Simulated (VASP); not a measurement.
# Fe (Fm-3m) in VASP: a series of runs, part 2 of 2

VASP 6.6.1.

## (4) Single point, PBE, collinear spin, ferromagnetic start

INCAR

```
SYSTEM = Fe
PREC = Accurate ; ENCUT = 520
EDIFF = 1E-6 ; ISMEAR = -1
SIGMA = 0.1 ; LREAL = .FALSE.
LASPH = .TRUE. ; NELM = 150
ALGO = Normal ; ISIF = 2
LWAVE = .FALSE. ; LCHARG = .FALSE.
ISPIN = 2 ; MAGMOM = 4.03
LORBIT = 11 ; NUPDOWN = 4.03
LMAXMIX = 4 ; GGA = PE
NBANDS = 14
```

KPOINTS

```
Automatic mesh
0
G
  12 12 12
  0 0 0
```

POSCAR

```
Fe
1.0
    0.0000000000      1.8395000000      1.8395000000
    1.8395000000      0.0000000000      1.8395000000
    1.8395000000      1.8395000000      0.0000000000
Fe
1
Direct
    0.0000000000      0.0000000000      0.0000000000
```

Potentials or basis: VASP PAW PBE potentials, release 64 (Fe).

Launch:

```bash
> cat potpaw_PBE.64/Fe/POTCAR > POTCAR
> mpirun -np 1 vasp_std > vasp.out
```

OUTCAR:

```text
SYSTEM = Fe
   PREC = Accurate
   ENCUT = 520
   EDIFF = 1E-6
   ISMEAR = -1
   LREAL = .FALSE.
   LASPH = .TRUE.
   NELM = 150
   ISIF = 2
   ISPIN = 2
   LORBIT = 11
   NUPDOWN = 4.03
   GGA = PE

 ion  position               nearest neighbor table
   1  0.000  0.000  0.000-

  LATTYP: Found a face centered cubic cell.
 ALAT       =     3.6790000000

  Lattice vectors:

 A1 = (   0.0000000000,   1.8395000000,   1.8395000000)
 A2 = (   1.8395000000,   0.0000000000,   1.8395000000)
 A3 = (   1.8395000000,   1.8395000000,   0.0000000000)

Analysis of symmetry for initial positions (statically):
=====================================================================
 Subroutine PRICEL returns:
 Original cell was already a primitive cell.

 Routine SETGRP: Setting up the symmetry group for a
 face centered cubic supercell.

 Subroutine GETGRP returns: Found 48 space group operations
 (whereof 48 operations were pure point group operations)
 out of a pool of 48 trial point group operations.

The static configuration has the point symmetry O_h .

Analysis of symmetry for dynamics (positions and initial velocities):
=====================================================================
 Subroutine PRICEL returns:
 Original cell was already a primitive cell.

 Routine SETGRP: Setting up the symmetry group for a
 face centered cubic supercell.

 Subroutine GETGRP returns: Found 48 space group operations
 (whereof 48 operations were pure point group operations)
 out of a pool of 48 trial point group operations.

The dynamic configuration has the point symmetry O_h .

Analysis of structural, dynamic, and magnetic symmetry:
=====================================================================
 Subroutine PRICEL returns:
 Original cell was already a primitive cell.

 Routine SETGRP: Setting up the symmetry group for a
 face centered cubic supercell.

 Subroutine GETGRP returns: Found 48 space group operations
 (whereof 48 operations were pure point group operations)
 out of a pool of 48 trial point group operations.

The overall configuration has the point symmetry O_h .

[... 153 lines left out ...]
  band No.  band energies     occupation
      1      -3.5301      1.00000
      2       1.9598      1.00000
      3       1.9598      1.00000
      4       1.9598      1.00000
      5       2.9199      1.00000
      6       2.9199      1.00000
      7      26.0172      0.00000
      8      29.9950      0.00000
      9      29.9950      0.00000
     10      29.9950      0.00000
     11      32.4622      0.00000
     12      32.4622      0.00000
     13      32.4622      0.00000
     14      35.3869      0.00000
[... 379 lines left out ...]
      3       2.2172      1.00000
      4       2.2989      1.00000
      5       3.6118      1.00000
      6       6.7231      1.00000
      7      10.6087      0.13286
      8      20.1669      0.00000
      9      24.5560      0.00000
     10      25.5464      0.00000
     11      33.7657      0.00000
     12      34.1678      0.00000
     13      40.7567      0.00000
     14      43.2670      0.00000

 [... further k-points ...]

 spin component 2

 k-point     1 :       0.0000    0.0000    0.0000
  band No.  band energies     occupation
      1      -2.1817      1.00000
      2       5.3963      0.00177
      3       5.3964      0.00177
      4       5.3964      0.00177
      5       6.8122      0.00000
      6       6.8122      0.00000
      7      26.9727      0.00000
      8      31.4064      0.00000
      9      31.4064      0.00000
     10      31.4064      0.00000
     11      34.3866      0.00000
     12      34.3866      0.00000
     13      34.3866      0.00000
     14      35.8266      0.00000
[... 379 lines left out ...]
      3       5.1828      0.01477
      4       5.8277      0.00002
      5       7.4133      0.00000
      6       9.3382      0.00000
      7      13.1406      0.00000
      8      21.8853      0.00000
      9      26.3752      0.00000
     10      26.9416      0.00000
     11      35.4885      0.00000
     12      35.6037      0.00000
     13      42.4776      0.00000
     14      44.9372      0.00000

 [... further k-points ...]
[... 5 lines left out ...]
  --------------------------------------------------------------------------------------
  -------------------------------------------------------------------------------------
  Total        3.1317259      3.1317259      3.1317259      0.0000000      0.0000000      0.0000000
  in kB      403.0555937    403.0555937    403.0555937      0.0000000      0.0000000      0.0000000
  external PRESSURE =     403.0555937 kB  Pullay stress =       0.0000000 kB

 VOLUME and BASIS-vectors are now :
 -----------------------------------------------------------------------------
  energy-cutoff  :      520.00
  volume of cell :       12.45
      direct lattice vectors                 reciprocal lattice vectors
     0.000000000  1.839500000  1.839500000    -0.271812993  0.271812993  0.271812993
     1.839500000  0.000000000  1.839500000     0.271812993 -0.271812993  0.271812993
     1.839500000  1.839500000  0.000000000     0.271812993  0.271812993 -0.271812993

 POSITION                                       TOTAL-FORCE (eV/Angst)
 -----------------------------------------------------------------------------------
      0.00000      0.00000      0.00000         0.000000      0.000000      0.000000
 -----------------------------------------------------------------------------------
    total drift:                                0.000000      0.000000     -0.000000

  FREE ENERGIE OF THE ION-ELECTRON SYSTEM (eV)
  ---------------------------------------------------
  free  energy   TOTEN  =        -6.3239013543 eV

  energy  without entropy=       -6.2871973912  energy(sigma->0) =       -6.30554937

 total charge

# of ion       s       p       d       tot
------------------------------------------
    1        0.509   0.614   5.927   7.050

 magnetization (x)

# of ion       s       p       d       tot
------------------------------------------
    1        0.056   0.239   3.517   3.812
```

OSZICAR:

```text
N       E                     dE             d eps       ncg     rms          rms(c)
DAV:   1     0.274098609202E+02    0.27410E+02   -0.38121E+03  4414   0.696E+02
DAV:   2    -0.645143050234E+01   -0.33861E+02   -0.31280E+02  4320   0.134E+02
DAV:   3    -0.735315869980E+01   -0.90173E+00   -0.89743E+00  4896   0.230E+01
DAV:   4    -0.735648402676E+01   -0.33253E-02   -0.33251E-02  4758   0.123E+00
DAV:   5    -0.735650271523E+01   -0.18688E-04   -0.18689E-04  4848   0.959E-02    0.137E+01
DAV:   6    -0.639641325661E+01    0.96009E+00   -0.61758E+00  5040   0.348E+01    0.880E+00
DAV:   7    -0.634343369306E+01    0.52980E-01   -0.67507E-02  4690   0.331E+00    0.525E+00
DAV:   8    -0.633160583854E+01    0.11828E-01   -0.47079E-03  4792   0.630E-01    0.255E+00
DAV:   9    -0.632392520840E+01    0.76806E-02   -0.24419E-03  5070   0.381E-01    0.735E-02
DAV:  10    -0.632389308681E+01    0.32122E-04   -0.14483E-04  4668   0.772E-02    0.320E-02
DAV:  11    -0.632390284054E+01   -0.97537E-05   -0.37387E-05  4752   0.678E-02    0.442E-02
DAV:  12    -0.632390098522E+01    0.18553E-05   -0.56845E-06  4902   0.263E-02    0.514E-03
DAV:  13    -0.632390135430E+01   -0.36908E-06   -0.44248E-07  3272   0.465E-03
   1 F= -.63239014E+01 E0= -.63055494E+01  d E =-.367040E-01  mag=     4.0300
```

Run time: 12 s. Hardware: 1 thread of Intel Xeon 6975P-C (Granite Rapids), shared host; peak memory 0.14 GiB.

Results:

* Free energy: -6.3239 eV
* Pressure: 40.3 GPa
* Net moment: 4.03 μB per cell
* Site moments: Fe +3.81 μB
* Valence electrons inside the program's atomic spheres: Fe 7.05

Caveat: the total moment is fixed, so each spin has its own Fermi level.

## (5) Single point, PBE, collinear spin, ferromagnetic start

INCAR

```
SYSTEM = Fe
ALGO = Normal ; EDIFF = 1E-7
ENCUT = 520 ; GGA = PE
ISIF = 2 ; ISMEAR = -1
ISPIN = 2 ; LASPH = .True.
LCHARG = .False. ; LMAXMIX = 4
LORBIT = 11 ; LREAL = .False.
LWAVE = .False. ; MAGMOM = 0.4
NBANDS = 14 ; NELM = 150
PREC = Accurate ; SIGMA = 0.1
```

KPOINTS

```
k-points
0
Gamma
  12 12 12
  0 0 0
```

POSCAR is that of step 4.

Launch:

```bash
> cat potpaw_PBE.64/Fe/POTCAR > POTCAR
> mpirun -np 1 vasp_std > vasp.out
```

Run time: 20 s. Hardware: 1 thread of Intel Xeon 6975P-C (Granite Rapids), shared host; peak memory 0.13 GiB.

Results (log left out):

| Property | Result |
| --- | --- |
| Free energy | -7.8206 eV |
| Pressure | -34.6 GPa |
| Band gap on the k mesh | zero (filled and empty bands overlap) |
| Net moment | 0.00 μB per cell |
| Valence electrons inside the program's atomic spheres | Fe 7.09 |

Levels at points of the mesh, in eV from the Fermi level:
Spin up:
```
           k point  band 1  band 2  band 3  band 4  band 5  band 6  band 7  band 8
(0.00, 0.00, 0.00)   -7.74   -1.23   -1.23   -1.23   -0.07   -0.07   21.67   25.80
(0.50, 0.00, 0.00)   -3.84   -1.29   -1.29    0.26    0.73    0.73    6.58   20.34
(0.50, 0.50, 0.00)   -3.76   -3.16    0.70    0.93    0.93    2.82    9.71   14.23
```
Spin down:
```csv
k point,band 1,band 2,band 3,band 4,band 5,band 6,band 7,band 8,band 9
"(0.00, 0.00, 0.00)",-7.74,-1.23,-1.23,-1.23,-0.07,-0.07,21.67,25.80,25.80
"(0.50, 0.00, 0.00)",-3.84,-1.29,-1.29,0.26,0.73,0.73,6.58,20.34,23.49
"(0.50, 0.50, 0.00)",-3.76,-3.16,0.70,0.93,0.93,2.82,9.71,14.23,14.23
```

## (6) Summary

```csv
fixed moment (μB),pressure (GPa),moment (μB)
1.73,-21.1,1.73
2.88,0.5,2.88
4.03,40.3,4.03
-,-34.6,0.00
```

Alike in all rows: task single point; level PBE; potentials or basis VASP PAW PBE potentials, release 64 (Fe); spin collinear, ferromagnetic start; cell as given; k mesh 12 × 12 × 12; cutoff (eV) 520; smearing fermi-dirac 0.1 eV.

Caveats: the total moment is fixed, so each spin has its own Fermi level (some runs).

Absolute energies hang on the potentials; compare differences alone.
